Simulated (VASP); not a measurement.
# MgS (I4/mmm) in VASP: notebook

MgS is run at these levels: PBE; tasks: single point.

Program: VASP 6.6.1. These are calculated values, not measurements. Logs are shortened: lines on timing, memory, paths and dates and some standing lists are left out, and cuts for length are marked.

## Step 1: The cell of the first run

Symmetry: I4/mmm, No. 139, tetragonal system. The conventional cell has a = 3.587 Å, b = 3.587 Å, c = 5.203 Å, α = 90.00°, β = 90.00°, γ = 90.00°. Within 3.3 Å of Mg (site symmetry 4/mmm) lie 6 S at 2.54 to 2.60 Å. S (site symmetry 4/mmm) has 6 Mg at 2.54 to 2.60 Å within 3.3 Å.

## Step 2: Single point, PBE (strain -0.025 along x and y, +0.000 along z)

INCAR

```
  PREC = Accurate
  ENCUT = 520
  EDIFF = 1E-6
  ISMEAR = 0
  SIGMA = 0.05
  LREAL = False
  LASPH = True
  NELM = 60
  ALGO = Normal
  ISIF = 2
  LWAVE = False
  LCHARG = False
  GGA = PE
  NBANDS = 11
```

KPOINTS

```
Automatic mesh
0
Gamma
  8 8 8
```

POSCAR

```
MgS
1.0
    0.0000000000      2.5366087500      2.6016500000
    2.5366087500      0.0000000000      2.6016500000
    2.5366087500      2.5366087500      0.0000000000
Mg S
1 1
Direct
    0.0000000000      0.0000000000      0.0000000000
    0.5000000000      0.5000000000      0.5000000000
```

Potentials or basis: VASP PAW PBE potentials, release 64 (Mg, S).

Run with:

```sh
cat potpaw_PBE.64/Mg/POTCAR potpaw_PBE.64/S/POTCAR > POTCAR
mpirun -np 1 vasp_std > vasp.out
```

OUTCAR:

```text
PREC = Accurate
   ENCUT = 520
   EDIFF = 1E-6
   ISMEAR = 0
   LREAL = False
   LASPH = True
   NELM = 60
   ISIF = 2
   GGA = PE

 ion  position               nearest neighbor table
   1  0.000  0.000  0.000-   2 2.54   2 2.54   2 2.54   2 2.54   2 2.60   2 2.60
   2  0.500  0.500  0.500-   1 2.54   1 2.54   1 2.54   1 2.54   1 2.60   1 2.60

  LATTYP: Found a body centered tetragonal cell.
 ALAT       =     3.5873064967
 C/A-ratio  =     1.4504754486

  Lattice vectors:

 A1 = (  -2.5366087500,   0.0000000000,   2.6016500000)
 A2 = (   2.5366087500,   0.0000000000,   2.6016500000)
 A3 = (   0.0000000000,   2.5366087500,  -2.6016500000)

Analysis of symmetry for initial positions (statically):
=====================================================================
 Subroutine PRICEL returns:
 Original cell was already a primitive cell.

 Routine SETGRP: Setting up the symmetry group for a
 body centered tetragonal supercell.

 Subroutine GETGRP returns: Found 16 space group operations
 (whereof 16 operations were pure point group operations)
 out of a pool of 16 trial point group operations.

The static configuration has the point symmetry D_4h.

Analysis of symmetry for dynamics (positions and initial velocities):
=====================================================================
 Subroutine PRICEL returns:
 Original cell was already a primitive cell.

 Routine SETGRP: Setting up the symmetry group for a
 body centered tetragonal supercell.

 Subroutine GETGRP returns: Found 16 space group operations
 (whereof 16 operations were pure point group operations)
 out of a pool of 16 trial point group operations.

The dynamic configuration has the point symmetry D_4h.

 Subroutine INISYM returns: Found 16 space group operations
 (whereof 16 operations are pure point group operations),
 and found     1 'primitive' translations

----------------------------------------------------------------------------------------

                                     Primitive cell

  volume of cell :      33.4800

  direct lattice vectors                    reciprocal lattice vectors
     0.000000000  2.536608750  2.601650000    -0.197113567  0.197113567  0.192185728
     2.536608750  0.000000000  2.601650000     0.197113567 -0.197113567  0.192185728
     2.536608750  2.536608750  0.000000000     0.197113567  0.197113567 -0.192185728

  length of vectors
     3.633588677  3.633588677  3.587306497     0.338589532  0.338589532  0.338589532

  position of ions in fractional coordinates (direct lattice)
     0.000000000  0.000000000  0.000000000
     0.500000000  0.500000000  0.500000000

  ion indices of the primitive-cell ions
   primitive index   ion index
                 1           1
                 2           2

----------------------------------------------------------------------------------------

 KPOINTS: Automatic mesh

Automatic generation of k-mesh.
 Grid dimensions read from file:
 generate k-points for:    8    8    8

 Generating k-lattice:

  Cartesian coordinates                     Fractional coordinates (reciprocal lattice)
    -0.024639196  0.024639196  0.024023216     0.125000000 -0.000000000  0.000000000
     0.024639196 -0.024639196  0.024023216    -0.000000000  0.125000000  0.000000000
     0.024639196  0.024639196 -0.024023216     0.000000000  0.000000000  0.125000000

  Length of vectors
     0.042323691  0.042323691  0.042323691

  Shift w.r.t. Gamma in fractional coordinates (k-lattice)
     0.000000000  0.000000000  0.000000000

 Subroutine IBZKPT returns following result:
 ===========================================

 Found     59 irreducible k-points:

 Following reciprocal coordinates:
            Coordinates               Weight
  0.000000  0.000000  0.000000      1.000000
  0.125000  0.000000  0.000000      8.000000
  0.250000  0.000000  0.000000      8.000000
  0.375000  0.000000  0.000000      8.000000
  0.500000  0.000000  0.000000      4.000000
  0.125000  0.125000  0.000000      2.000000
[... 16 lines left out ...]
  0.250000  0.000000  0.125000     16.000000
  0.375000  0.000000  0.125000     16.000000
 [... further k-points ...]
   k-points           NKPTS =     59   k-points in BZ     NKDIM =     59   number of bands    NBANDS=     11
   number of dos      NEDOS =    301   number of ions     NIONS =      2
   total plane-waves  NPLWV =  21952
   dimension x,y,z NGX =    28 NGY =   28 NGZ =   28
   dimension x,y,z NGXF=    56 NGYF=   56 NGZF=   56
   ions per type =               1   1
   NGX,Y,Z   is equivalent  to a cutoff of  12.81, 12.81, 12.98 a.u.
   NGXF,Y,Z  is equivalent  to a cutoff of  25.62, 25.62, 25.95 a.u.
 SYSTEM =  unknown system
   PREC   = accura    normal or accurate (medium, high low for compatibility)
   ISTART =      0    job   : 0-new  1-cont  2-samecut
   ICHARG =      2    charge: 1-file 2-atom 10-const
   ISPIN  =      1    spin polarized calculation?
   LNONCOLLINEAR =      F non collinear calculations
   LSORBIT =      F    spin-orbit coupling
   LASPH  =      T    aspherical Exc in radial PAW
   ENCUT  =  520.0 eV  38.22 Ry    6.18 a.u.   6.76  6.76  6.67*2*pi/ulx,y,z
   NELM   =     60;   NELMIN=  2; NELMDL= -5     # of ELM steps
   EDIFF  = 0.1E-05   stopping-criterion for ELM
   LREAL  =      F    real-space projection
   EDIFFG = 0.1E-04   stopping-criterion for IOM
   NSW    =      0    number of steps for IOM
   IBRION =     -1    ionic relax: 0-MD 1-quasi-New 2-CG
   NFREE  =      0    steps in history (QN), initial steepest desc. (CG)
   ISIF   =      2    stress and relaxation
   ISYM   =      2    0-nonsym 1-usesym 2-fastsym
   POTIM  = 0.5000    time-step for ionic-motion
   TEBEG  =    0.0;   TEEND  =   0.0 temperature during run
   PSTRESS=    0.0 pullay stress
   NELECT =       8.0000    total number of electrons
   NUPDOWN=      -1.0000    fix difference up-down
   EMIN   =  10.00;   EMAX   =-10.00  energy-range for DOS
   EFERMI =   0.00;   METHOD = LEGACY
   ISMEAR =     0;   SIGMA  =   0.05  broadening in eV -4-tet -1-fermi 0-gaus
   EFERMI_NEDOS =   21; number of points for ismear=-14 and -15
   IALGO  =     38    algorithm
   IMIX   =      4    mixing-type and parameters
     AMIX     =   0.40;   BMIX     =  1.00
     AMIX_MAG =   1.60;   BMIX_MAG =  1.00
  volume/ion in A,a.u.               =      16.74       112.97
  Fermi-wavevector in a.u.,A,eV,Ry     =   1.015881  1.919737 14.041408  1.032014
  Thomas-Fermi vector in A             =   2.149193
   LORBIT       =      0    0 simple, 1 ext, 2 COOP (PROOUT), +10 PAW based schemes
   GGA     = PE    functional components
   LHFCALC =     F    Hartree Fock is set to
   AEXX    =    0.0000 exact exchange contribution
   IVDW    =     0    specifies the selected vdW correction
   LEPSILON=     F    determine dielectric tensor
   LRPA    =     F    only Hartree local field effects (RPA)
 non-spin polarized calculation
 Gauss-broadening in eV      SIGMA  =   0.05
  energy-cutoff  :      520.00
  volume of cell :       33.48
 maximum number of plane-waves:       918
   NGX = 13   NGY = 13   NGZ = 13

 number of electron       7.9999999 magnetization

 Free energy of the ion-electron system (eV)
  ---------------------------------------------------
  ext. energy  EPLUGINS =         0.00000000
  ---------------------------------------------------
  free energy    TOTEN  =        -8.46326145 eV

  energy without entropy =       -8.46326145  energy(sigma->0) =       -8.46326145

 E-fermi :   4.4527     XC(G=0):  -9.8980

 val. band max:        4.2565813029   @ k =   0.0000   0.0000   0.0000
 cond. band min:       7.0300535269   @ k =   0.5000   0.0000   0.5000
 fundamental gap:      2.7734722239
 Fermi energy:         4.4526622580

 k-point     1 :       0.0000    0.0000    0.0000
  band No.  band energies     occupation
      1      -8.7779      2.00000
      2       4.1534      2.00000
      3       4.1534      2.00000
      4       4.2566      2.00000
      5       8.3112      0.00000
      6      11.9290      0.00000
      7      12.2011      0.00000
      8      12.2011      0.00000
      9      14.4087      0.00000
     10      14.7715      0.00000
     11      16.8493      0.00000

 k-point     2 :       0.1250    0.0000    0.0000
  band No.  band energies     occupation
      1      -8.6143      2.00000
      2       3.1038      2.00000
      3       4.0549      2.00000
      4       4.0986      2.00000
      5       9.0846      0.00000
      6      11.8310      0.00000
      7      12.2816      0.00000
      8      12.4852      0.00000
      9      13.8589      0.00000
     10      14.1312      0.00000
     11      17.2417      0.00000

 k-point     3 :       0.2500    0.0000    0.0000
  band No.  band energies     occupation
      1      -8.1690      2.00000
      2       1.2526      2.00000
      3       3.8242      2.00000
      4       3.8402      2.00000
      5       9.3282      0.00000
      6      11.9076      0.00000
      7      12.2193      0.00000
      8      12.7912      0.00000
      9      14.5568      0.00000
     10      14.5903      0.00000
     11      16.4448      0.00000

 k-point     4 :       0.3750    0.0000    0.0000
  band No.  band energies     occupation
      1      -7.6175      2.00000
      2      -0.2895      2.00000
      3       3.5864      2.00000
      4       3.6513      2.00000
      5       8.9571      0.00000
      6      11.2691      0.00000
      7      11.5512      0.00000
      8      14.5016      0.00000
      9      16.0250      0.00000
     10      16.5531      0.00000
     11      16.6577      0.00000
[... 239 lines left out ...]
 k-point    22 :       0.1250    0.0000    0.1250
  band No.  band energies     occupation
      1      -8.5560      2.00000
      2       3.1295      2.00000
      3       3.7714      2.00000
      4       3.9076      2.00000
      5       9.4491      0.00000
      6      11.1653      0.00000
      7      12.7242      0.00000
      8      12.8657      0.00000
      9      12.9537      0.00000
     10      14.7770      0.00000
     11      17.9405      0.00000

 k-point    23 :       0.2500    0.0000    0.1250
  band No.  band energies     occupation
      1      -8.2019      2.00000
      2       1.7499      2.00000
      3       3.4986      2.00000
      4       3.6109      2.00000
      5       9.9312      0.00000
      6      11.0608      0.00000
      7      11.8258      0.00000
      8      12.9923      0.00000
      9      14.1290      0.00000
     10      15.3141      0.00000
     11      17.8687      0.00000

 k-point    24 :       0.3750    0.0000    0.1250
  band No.  band energies     occupation
      1      -7.6771      2.00000
      2       0.2234      2.00000
      3       3.2175      2.00000
      4       3.3122      2.00000
      5       9.5486      0.00000
      6      11.0051      0.00000
      7      12.2737      0.00000
      8      12.6810      0.00000
      9      15.9324      0.00000
     10      17.2138      0.00000
     11      17.4862      0.00000

 [... further k-points ...]
[... 5 lines left out ...]
  --------------------------------------------------------------------------------------
  -------------------------------------------------------------------------------------
  Total        1.3576430      1.3576430      0.6521207      0.0000000      0.0000000     -0.0000000
  in kB       64.9696222     64.9696222     31.2070502      0.0000000      0.0000000     -0.0000000
  external PRESSURE =      53.7154315 kB  Pullay stress =       0.0000000 kB

 VOLUME and BASIS-vectors are now :
 -----------------------------------------------------------------------------
  energy-cutoff  :      520.00
  volume of cell :       33.48
      direct lattice vectors                 reciprocal lattice vectors
     0.000000000  2.536608750  2.601650000    -0.197113567  0.197113567  0.192185728
     2.536608750  0.000000000  2.601650000     0.197113567 -0.197113567  0.192185728
     2.536608750  2.536608750  0.000000000     0.197113567  0.197113567 -0.192185728

 POSITION                                       TOTAL-FORCE (eV/Angst)
 -----------------------------------------------------------------------------------
      0.00000      0.00000      0.00000        -0.000000      0.000000      0.000000
      2.53661      2.53661      2.60165         0.000000     -0.000000      0.000000
 -----------------------------------------------------------------------------------
    total drift:                                0.000000      0.000000      0.000000

  FREE ENERGIE OF THE ION-ELECTRON SYSTEM (eV)
  ---------------------------------------------------
  free  energy   TOTEN  =        -8.4632614483 eV

  energy  without entropy=       -8.4632614483  energy(sigma->0) =       -8.46326145
```

Run time: 8.2 s. Hardware: 1 thread of Intel Xeon 6975P-C (Granite Rapids), shared host; peak memory 0.16 GiB.

What came out:

- Free energy: -8.4633 eV
- Pressure: 5.4 GPa
- Band gap on the k mesh: 2.77 eV, indirect (least direct gap 4.05 eV)

Levels at points of the mesh, in eV from the valence-band top:
| k point | band 1 | band 2 | band 3 | band 4 | band 5 | band 6 | band 7 | band 8 |
| --- | --- | --- | --- | --- | --- | --- | --- | --- |
| (0.00, 0.00, 0.00) | -13.03 | -0.10 | -0.10 | 0.00 | 4.05 | 7.67 | 7.94 | 7.94 |
| (0.50, 0.00, 0.00) | -11.60 | -5.17 | -0.76 | -0.68 | 4.54 | 6.78 | 7.04 | 10.61 |
| (0.50, 0.50, 0.00) | -11.26 | -4.55 | -1.79 | -1.79 | 2.92 | 4.23 | 12.27 | 12.86 |
| (0.50, 0.00, 0.50) | -11.15 | -4.52 | -2.02 | -1.79 | 2.77 | 4.14 | 12.53 | 12.90 |

Caveat: the cell differs from its parent crystal (strain -0.025 along x and y, +0.000 along z).

## Step 3: Single point, PBE (strain +0.025 along x and y, +0.050 along z)

INCAR

```
SYSTEM = MgS
PREC = Accurate
ENCUT = 520
EDIFF = 1E-6
ISMEAR = 0
SIGMA = 0.05
LREAL = .FALSE.
LASPH = .TRUE.
NELM = 100
ALGO = Normal
ISIF = 2
LWAVE = .FALSE.
LCHARG = .TRUE.
GGA = PE
LELF = .TRUE.
LVHAR = .TRUE.
NBANDS = 11
```

KPOINTS

```
regular mesh
0
G
  8 8 8
  0 0 0
```

POSCAR

```
MgS
1.0
    0.0000000000      2.6666912500      2.7317325000
    2.6666912500      0.0000000000      2.7317325000
    2.6666912500      2.6666912500      0.0000000000
Mg S
1 1
Direct
    0.0000000000      0.0000000000      0.0000000000
    0.5000000000      0.5000000000      0.5000000000
```

Potentials or basis: VASP PAW PBE potentials, release 64 (Mg, S).

Run with:

```sh
cat potpaw_PBE.64/Mg/POTCAR potpaw_PBE.64/S/POTCAR > POTCAR
mpirun -np 1 vasp_std > vasp.out
```

OUTCAR:

```text
SYSTEM = MgS
   PREC = Accurate
   ENCUT = 520
   EDIFF = 1E-6
   ISMEAR = 0
   LREAL = .FALSE.
   LASPH = .TRUE.
   NELM = 100
   ISIF = 2
   GGA = PE

 ion  position               nearest neighbor table
   1  0.000  0.000  0.000-   2 2.67   2 2.67   2 2.67   2 2.67   2 2.73   2 2.73
   2  0.500  0.500  0.500-   1 2.67   1 2.67   1 2.67   1 2.67   1 2.73   1 2.73

  LATTYP: Found a body centered tetragonal cell.
 ALAT       =     3.7712709324
 C/A-ratio  =     1.4487065761

  Lattice vectors:

 A1 = (  -2.6666912500,   0.0000000000,   2.7317325000)
 A2 = (   2.6666912500,   0.0000000000,   2.7317325000)
 A3 = (   0.0000000000,   2.6666912500,  -2.7317325000)

Analysis of symmetry for initial positions (statically):
=====================================================================
 Subroutine PRICEL returns:
 Original cell was already a primitive cell.

 Routine SETGRP: Setting up the symmetry group for a
 body centered tetragonal supercell.

 Subroutine GETGRP returns: Found 16 space group operations
 (whereof 16 operations were pure point group operations)
 out of a pool of 16 trial point group operations.

The static configuration has the point symmetry D_4h.

Analysis of symmetry for dynamics (positions and initial velocities):
[... 172 lines left out ...]
      5       5.8794      0.00000
      6      10.7380      0.00000
      7      10.9720      0.00000
      8      10.9720      0.00000
      9      12.9618      0.00000
     10      13.2750      0.00000
     11      14.8525      0.00000
[... 309 lines left out ...]
 k-point    24 :       0.3750    0.0000    0.1250
  band No.  band energies     occupation
      1      -8.4172      2.00000
      2      -0.5262      2.00000
      3       2.1362      2.00000
      4       2.2142      2.00000
      5       7.8960      0.00000
      6       9.3468      0.00000
      7      10.6711      0.00000
      8      10.8366      0.00000
      9      13.5988      0.00000
     10      15.3905      0.00000
     11      15.4148      0.00000

 [... further k-points ...]

------------------------ aborting loop because EDIFF is reached ----------------------------------------

  FORCE on cell =-STRESS in cart. coord.  units (eV):
  Direction    XX          YY          ZZ          XY          YZ          ZX
  --------------------------------------------------------------------------------------
  -------------------------------------------------------------------------------------
  Total       -1.1977941     -1.1977941     -1.5098005      0.0000000      0.0000000     -0.0000000
  in kB      -49.3945585    -49.3945585    -62.2610586      0.0000000      0.0000000     -0.0000000
  external PRESSURE =     -53.6833919 kB  Pullay stress =       0.0000000 kB

 VOLUME and BASIS-vectors are now :
 -----------------------------------------------------------------------------
  energy-cutoff  :      520.00
  volume of cell :       38.85
      direct lattice vectors                 reciprocal lattice vectors
     0.000000000  2.666691250  2.731732500    -0.187498272  0.187498272  0.183034027
     2.666691250  0.000000000  2.731732500     0.187498272 -0.187498272  0.183034027
     2.666691250  2.666691250  0.000000000     0.187498272  0.187498272 -0.183034027

 POSITION                                       TOTAL-FORCE (eV/Angst)
 -----------------------------------------------------------------------------------
      0.00000      0.00000      0.00000        -0.000000      0.000000      0.000000
      2.66669      2.66669      2.73173         0.000000     -0.000000      0.000000
 -----------------------------------------------------------------------------------
    total drift:                                0.000000      0.000000      0.000000

  FREE ENERGIE OF THE ION-ELECTRON SYSTEM (eV)
  ---------------------------------------------------
  free  energy   TOTEN  =        -8.4420998830 eV

  energy  without entropy=       -8.4420998830  energy(sigma->0) =       -8.44209988
```

OSZICAR:

```text
N       E                     dE             d eps       ncg     rms          rms(c)
DAV:   1     0.226271160227E+02    0.22627E+02   -0.36110E+03  1354   0.591E+02
DAV:   2    -0.726234934821E+01   -0.29889E+02   -0.28316E+02  1582   0.965E+01
DAV:   3    -0.888536863523E+01   -0.16230E+01   -0.16196E+01  1597   0.244E+01
DAV:   4    -0.889594157755E+01   -0.10573E-01   -0.10572E-01  1580   0.236E+00
DAV:   5    -0.889604206094E+01   -0.10048E-03   -0.10048E-03  1623   0.227E-01    0.405E+00
DAV:   6    -0.848539642923E+01    0.41065E+00   -0.95752E-01  1486   0.368E+00    0.310E+00
DAV:   7    -0.844339124713E+01    0.42005E-01   -0.22385E-01  1571   0.197E+00    0.214E+00
DAV:   8    -0.844256458054E+01    0.82667E-03   -0.18742E-02  1430   0.819E-01    0.102E+00
DAV:   9    -0.844209257387E+01    0.47201E-03   -0.11764E-03  1514   0.187E-01    0.387E-01
DAV:  10    -0.844210181169E+01   -0.92378E-05   -0.32955E-04  1525   0.815E-02    0.375E-02
DAV:  11    -0.844210009613E+01    0.17156E-05   -0.17175E-05  1550   0.188E-02    0.258E-02
DAV:  12    -0.844209988296E+01    0.21316E-06   -0.10212E-06  1256   0.583E-03
   1 F= -.84420999E+01 E0= -.84420999E+01  d E =-.795966E-13
```

Run time: 8.7 s. Hardware: 1 thread of Intel Xeon 6975P-C (Granite Rapids), shared host; peak memory 0.17 GiB.

Results:

```yaml
Free_energy: -8.4421 eV
Pressure: -5.4 GPa
Band_gap_on_the_k_mesh: 2.46 eV, indirect (least direct gap 2.92 eV)
```

Stress tensor (GPa, compression positive):
```
-4.94  0.00  0.00
 0.00 -4.94  0.00
 0.00  0.00 -6.23
```

Caveat: the cell differs from its parent crystal (strain +0.025 along x and y, +0.050 along z).
